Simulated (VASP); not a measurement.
# Al2Ru (I4/mmm) in VASP: single point with r2SCAN

Aim: the single point of Al2Ru with r2SCAN.

All numbers are computed with VASP 6.6.1; they aren't measurements. Logs are shortened: lines on timing, memory, paths and dates and some standing lists are left out, and cuts for length are marked.

### Step 1. The cell of the first run

The structure is tetragonal, space group I4/mmm (No. 139). The conventional cell has a = 3.121 Å, b = 3.121 Å, c = 8.444 Å, α = 90.00°, β = 90.00°, γ = 90.00°. Within 3.4 Å of Al (site symmetry 4mm) lie 5 Ru at 2.58 to 2.88 Å and 9 Al at 2.69 to 3.12 Å. Ru (site symmetry 4/mmm) has 10 Al at 2.58 to 2.88 Å and 4 Ru at 3.12 Å within 3.4 Å.

### Step 2. Single point, r2SCAN

POSCAR

```
Al2Ru
1.0
   -1.5604216200      1.5604216200      4.2218055900
    1.5604216200     -1.5604216200      4.2218055900
    1.5604216200      1.5604216200     -4.2218055900
Al Ru
2 1
Direct
    0.6592021900      0.6592021900      0.0000000000
    0.3407978100      0.3407978100      0.0000000000
    0.0000000000      0.0000000000      0.0000000000
```

INCAR.step1

```
PREC = Accurate
ENCUT = 520
ISMEAR = 0
SIGMA = 0.1
LREAL = False
LASPH = True
NELM = 100
NBANDS = 17
GGA = PE
ALGO = Normal
EDIFF = 1E-4
LWAVE = True
LCHARG = False
```

INCAR.step2

```
PREC = Accurate
ENCUT = 520
EDIFF = 1E-7
ISMEAR = 0
SIGMA = 0.1
LREAL = False
LASPH = True
NELM = 100
ALGO = Normal
ISIF = 2
LWAVE = False
LCHARG = False
METAGGA = R2SCAN
LMIXTAU = True
NBANDS = 17
ISTART = 1
```

KPOINTS

```
Automatic mesh
0
Gamma
  8 8 8
```

Potentials or basis: VASP PAW PBE potentials, release 64 (Al, Ru_pv).

Started as:

```
$ cat potpaw_PBE.64/Al/POTCAR potpaw_PBE.64/Ru_pv/POTCAR > POTCAR
$ cp INCAR.step1 INCAR
$ mpirun -np 1 vasp_std > vasp.out
$ cp INCAR.step2 INCAR
$ mpirun -np 1 vasp_std > vasp.out
```

OUTCAR:

```text
PREC = Accurate
   ENCUT = 520
   EDIFF = 1E-7
   ISMEAR = 0
   LREAL = False
   LASPH = True
   NELM = 100
   ISIF = 2
   METAGGA = R2SCAN
   ISTART = 1

 ion  position               nearest neighbor table
   1  0.659  0.659  0.000-   3 2.58   3 2.58   3 2.58   3 2.58   2 2.69   2 2.69   2 2.69   2 2.69
                             2 2.69   3 2.88
   2  0.341  0.341  0.000-   3 2.58   3 2.58   3 2.58   3 2.58   1 2.69   1 2.69   1 2.69   1 2.69
                             1 2.69   3 2.88
   3  0.000  0.000  0.000-   1 2.58   1 2.58   1 2.58   2 2.58   1 2.58   2 2.58   2 2.58   2 2.58
                             1 2.88   2 2.88

  LATTYP: Found a body centered tetragonal cell.
 ALAT       =     3.1208432400
 C/A-ratio  =     2.7055544065

  Lattice vectors:

 A1 = (  -1.5604216200,   1.5604216200,   4.2218055900)
 A2 = (   1.5604216200,  -1.5604216200,   4.2218055900)
 A3 = (   1.5604216200,   1.5604216200,  -4.2218055900)

Analysis of symmetry for initial positions (statically):
=====================================================================
 Subroutine PRICEL returns:
 Original cell was already a primitive cell.

 Routine SETGRP: Setting up the symmetry group for a
 body centered tetragonal supercell.

 Subroutine GETGRP returns: Found 16 space group operations
 (whereof 16 operations were pure point group operations)
 out of a pool of 16 trial point group operations.

The static configuration has the point symmetry D_4h.

Analysis of symmetry for dynamics (positions and initial velocities):
=====================================================================
 Subroutine PRICEL returns:
 Original cell was already a primitive cell.

 Routine SETGRP: Setting up the symmetry group for a
 body centered tetragonal supercell.

 Subroutine GETGRP returns: Found 16 space group operations
 (whereof 16 operations were pure point group operations)
 out of a pool of 16 trial point group operations.

The dynamic configuration has the point symmetry D_4h.

 Subroutine INISYM returns: Found 16 space group operations
 (whereof 16 operations are pure point group operations),
 and found     1 'primitive' translations

----------------------------------------------------------------------------------------

                                     Primitive cell

  volume of cell :      41.1190

  direct lattice vectors                    reciprocal lattice vectors
    -1.560421620  1.560421620  4.221805590     0.000000000  0.320426219  0.118432739
     1.560421620 -1.560421620  4.221805590     0.320426219  0.000000000  0.118432739
     1.560421620  1.560421620 -4.221805590     0.320426219  0.320426219  0.000000000

  length of vectors
     4.763766756  4.763766756  4.763766756     0.341612757  0.341612757  0.453151105

  position of ions in fractional coordinates (direct lattice)
     0.659202190  0.659202190  0.000000000
     0.340797810  0.340797810  0.000000000
     0.000000000  0.000000000  0.000000000

  ion indices of the primitive-cell ions
   primitive index   ion index
                 1           1
                 2           2
                 3           3

----------------------------------------------------------------------------------------

 KPOINTS: Automatic mesh

Automatic generation of k-mesh.
 Grid dimensions read from file:
 generate k-points for:    8    8    8

 Generating k-lattice:

  Cartesian coordinates                     Fractional coordinates (reciprocal lattice)
     0.000000000  0.040053277  0.014804092     0.125000000  0.000000000  0.000000000
     0.040053277  0.000000000  0.014804092     0.000000000  0.125000000  0.000000000
     0.040053277  0.040053277  0.000000000     0.000000000  0.000000000  0.125000000

  Length of vectors
     0.042701595  0.042701595  0.056643888

  Shift w.r.t. Gamma in fractional coordinates (k-lattice)
     0.000000000  0.000000000  0.000000000

 Subroutine IBZKPT returns following result:
 ===========================================

 Found     59 irreducible k-points:

 Following reciprocal coordinates:
            Coordinates               Weight
  0.000000  0.000000  0.000000      1.000000
  0.125000  0.000000 -0.000000      8.000000
  0.250000  0.000000 -0.000000      8.000000
  0.375000  0.000000  0.000000      8.000000
  0.500000  0.000000 -0.000000      4.000000
  0.125000  0.125000 -0.000000      8.000000
[... 16 lines left out ...]
  0.250000  0.125000  0.125000     16.000000
  0.375000  0.125000  0.125000      8.000000
 [... further k-points ...]
   k-points           NKPTS =     59   k-points in BZ     NKDIM =     59   number of bands    NBANDS=     17
   number of dos      NEDOS =    301   number of ions     NIONS =      3
   total plane-waves  NPLWV =  46656
   dimension x,y,z NGX =    36 NGY =   36 NGZ =   36
   dimension x,y,z NGXF=    72 NGYF=   72 NGZF=   72
   ions per type =               2   1
   NGX,Y,Z   is equivalent  to a cutoff of  12.56, 12.56, 12.56 a.u.
   NGXF,Y,Z  is equivalent  to a cutoff of  25.13, 25.13, 25.13 a.u.
 SYSTEM =  unknown system
   PREC   = accura    normal or accurate (medium, high low for compatibility)
   ISTART =      1    job   : 0-new  1-cont  2-samecut
   ICHARG =      0    charge: 1-file 2-atom 10-const
   ISPIN  =      1    spin polarized calculation?
   LNONCOLLINEAR =      F non collinear calculations
   LSORBIT =      F    spin-orbit coupling
   LASPH  =      T    aspherical Exc in radial PAW
   ENCUT  =  520.0 eV  38.22 Ry    6.18 a.u.   8.86  8.86  8.86*2*pi/ulx,y,z
   NELM   =    100;   NELMIN=  2; NELMDL=  0     # of ELM steps
   EDIFF  = 0.1E-06   stopping-criterion for ELM
   LREAL  =      F    real-space projection
   EDIFFG = 0.1E-05   stopping-criterion for IOM
   NSW    =      0    number of steps for IOM
   IBRION =     -1    ionic relax: 0-MD 1-quasi-New 2-CG
   NFREE  =      0    steps in history (QN), initial steepest desc. (CG)
   ISIF   =      2    stress and relaxation
   ISYM   =      2    0-nonsym 1-usesym 2-fastsym
   POTIM  = 0.5000    time-step for ionic-motion
   TEBEG  =    0.0;   TEEND  =   0.0 temperature during run
   PSTRESS=    0.0 pullay stress
   NELECT =      20.0000    total number of electrons
   NUPDOWN=      -1.0000    fix difference up-down
   EMIN   =  10.00;   EMAX   =-10.00  energy-range for DOS
   EFERMI =   0.00;   METHOD = LEGACY
   ISMEAR =     0;   SIGMA  =   0.10  broadening in eV -4-tet -1-fermi 0-gaus
   EFERMI_NEDOS =   21; number of points for ismear=-14 and -15
   IALGO  =     38    algorithm
   IMIX   =      4    mixing-type and parameters
     AMIX     =   0.40;   BMIX     =  1.00
     AMIX_MAG =   1.60;   BMIX_MAG =  1.00
  volume/ion in A,a.u.               =      13.71        92.49
  Fermi-wavevector in a.u.,A,eV,Ry     =   1.287471  2.432967 22.552766  1.657582
  Thomas-Fermi vector in A             =   2.419483
   LORBIT       =      0    0 simple, 1 ext, 2 COOP (PROOUT), +10 PAW based schemes
   METAGGA = R2SCAN    functional components
   LHFCALC =     F    Hartree Fock is set to
   AEXX    =    0.0000 exact exchange contribution
   IVDW    =     0    specifies the selected vdW correction
   LEPSILON=     F    determine dielectric tensor
   LRPA    =     F    only Hartree local field effects (RPA)
 non-spin polarized calculation
 Gauss-broadening in eV      SIGMA  =   0.10
  energy-cutoff  :      520.00
  volume of cell :       41.12
 maximum number of plane-waves:      1124
   NGX = 17   NGY = 17   NGZ = 17

 number of electron      19.9999999 magnetization

 Free energy of the ion-electron system (eV)
  ---------------------------------------------------
  ext. energy  EPLUGINS =         0.00000000
  ---------------------------------------------------
  free energy    TOTEN  =       -41.17409393 eV

  energy without entropy =      -41.17273100  energy(sigma->0) =      -41.17341246

 E-fermi :  10.6755     XC(G=0): -12.8631

 val. band max:       10.2751200061   @ k =   0.3750   0.2500   0.1250
 cond. band min:      10.6838222121   @ k =  -0.2500   0.2500   0.0000
 fundamental gap:      0.4087022061
 Fermi energy:        10.6755181187

 k-point     1 :       0.0000    0.0000    0.0000
  band No.  band energies     occupation
      1     -33.4630      2.00000
      2     -33.4630      2.00000
      3     -33.3861      2.00000
      4      -0.9858      2.00000
      5       4.8353      2.00000
      6       6.6623      2.00000
[... 9 lines left out ...]
     16      17.2001      0.00000
     17      19.0103      0.00000

 k-point     2 :       0.1250    0.0000   -0.0000
  band No.  band energies     occupation
      1     -33.4848      2.00000
      2     -33.4611      2.00000
      3     -33.3840      2.00000
      4      -0.6768      2.00000
      5       4.9709      2.00000
      6       6.7525      2.00000
[... 9 lines left out ...]
     16      18.1797      0.00000
     17      19.9406      0.00000

 k-point     3 :       0.2500    0.0000   -0.0000
  band No.  band energies     occupation
      1     -33.5370      2.00000
      2     -33.4565      2.00000
      3     -33.3788      2.00000
      4       0.2194      2.00000
      5       5.2108      2.00000
      6       6.4765      2.00000
[... 9 lines left out ...]
     16      19.9409      0.00000
     17      20.0254      0.00000

 k-point     4 :       0.3750    0.0000    0.0000
  band No.  band energies     occupation
      1     -33.5887      2.00000
      2     -33.4518      2.00000
      3     -33.3737      2.00000
      4       1.6040      2.00000
      5       4.8069      2.00000
      6       6.0023      2.00000
[... 9 lines left out ...]
     16      19.9409      0.00000
     17      21.2306      0.00000
[... 343 lines left out ...]
      1     -33.5306      2.00000
      2     -33.5276      2.00000
      3     -33.3714      2.00000
      4       1.1976      2.00000
      5       5.5649      2.00000
      6       6.5272      2.00000
[... 9 lines left out ...]
     16      18.3768      0.00000
     17      19.9416      0.00000

 k-point    23 :       0.2500    0.1250    0.1250
  band No.  band energies     occupation
      1     -33.5800      2.00000
      2     -33.5235      2.00000
      3     -33.3664      2.00000
      4       2.4449      2.00000
      5       5.0067      2.00000
      6       6.1053      2.00000
[... 9 lines left out ...]
     16      18.0226      0.00000
     17      19.9413      0.00000

 k-point    24 :       0.3750    0.1250    0.1250
  band No.  band energies     occupation
      1     -33.6010      2.00000
      2     -33.5213      2.00000
      3     -33.3643      2.00000
      4       3.7712      2.00000
      5       3.9531      2.00000
      6       6.0045      2.00000
[... 9 lines left out ...]
     16      19.1032      0.00000
     17      19.6018      0.00000

 [... further k-points ...]
[... 5 lines left out ...]
  --------------------------------------------------------------------------------------
  -------------------------------------------------------------------------------------
  Total        0.0308675      0.0308675     -0.0451743      0.0000000     -0.0000000      0.0000000
  in kB        1.2027331      1.2027331     -1.7601917      0.0000000     -0.0000000      0.0000000
  external PRESSURE =       0.2150915 kB  Pullay stress =       0.0000000 kB

 VOLUME and BASIS-vectors are now :
 -----------------------------------------------------------------------------
  energy-cutoff  :      520.00
  volume of cell :       41.12
      direct lattice vectors                 reciprocal lattice vectors
    -1.560421620  1.560421620  4.221805590     0.000000000  0.320426219  0.118432739
     1.560421620 -1.560421620  4.221805590     0.320426219  0.000000000  0.118432739
     1.560421620  1.560421620 -4.221805590     0.320426219  0.320426219  0.000000000

 POSITION                                       TOTAL-FORCE (eV/Angst)
 -----------------------------------------------------------------------------------
      0.00000      0.00000      5.56605        -0.000000     -0.000000     -0.015991
      0.00000      0.00000      2.87756         0.000000      0.000000      0.015991
      0.00000      0.00000      0.00000        -0.000000     -0.000000     -0.000000
 -----------------------------------------------------------------------------------
    total drift:                                0.000000     -0.000000      0.000000

  FREE ENERGIE OF THE ION-ELECTRON SYSTEM (eV)
  ---------------------------------------------------
  free  energy   TOTEN  =       -41.1740939253 eV

  energy  without entropy=      -41.1727310009  energy(sigma->0) =      -41.17341246
```

Wall time 4.1 min (1 thread of Intel Xeon Platinum 8488C (Sapphire Rapids), shared host); peak memory 0.23 GiB.

Results:

| Quantity | Value |
| --- | --- |
| Free energy | -41.1741 eV |
| Pressure | 0.0 GPa |
| Largest force | 0.016 eV/Å |

Forces on the atoms (eV/Å):
```
Al   0.000  0.000 -0.016
Al   0.000  0.000  0.016
Ru   0.000  0.000  0.000
```

Caveat: the PAW data sets were made with another functional, which shifts forces and pressure a little.
